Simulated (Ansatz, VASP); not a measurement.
## Two plane-wave programs on NiB3Au

```
Ni B Au
1.0
     4.10906    0.00000    0.00000
     0.00000    4.10906    0.00000
     0.00000    0.00000    4.10906
Ni B Au
1 3 1
Direct
  0.00000 0.00000 0.00000
  0.00000 0.50000 0.50000
  0.50000 0.00000 0.50000
  0.50000 0.50000 0.00000
  0.50000 0.50000 0.50000
```

Alike in both runs: functional r2SCAN; k mesh 10 × 10 × 10; occupations gaussian, width 0.1 eV; no spin polarisation.

Ansatz relaxed the structure, and its values are those at the end. VASP's run is a single point on that final structure, the one shown.

```csv
,VASP,Ansatz
version,VASP 6.6.1,Ansatz 0.2.0
potentials or method,"VASP PAW PBE potentials, release 64 (Ni, B, Au), cutoff 660 eV","scalar-relativistic, plane waves, PAW"
valence electrons in the cell,30,46
```

Ansatz gave:

| Item | Value |
| --- | --- |
| gap on the k mesh at the Fermi level (eV) | none |
| pressure (GPa) | 0.0 |

Question: What did VASP give for the same quantities?

Answer: gap on the k mesh at the Fermi level (eV): none; pressure (GPa): 0.1.

VASP's potentials were made for PBE, not for r2SCAN. A gap of «none» marks a metal or a gap that the smearing closes. The functional is the same, so the differences come from potentials, cutoffs and numerics. VASP's potentials hold 30 valence electrons a cell and Ansatz's 46, so a difference there can come from the potentials and not from the codes.

Neither program's run includes spin-orbit coupling.
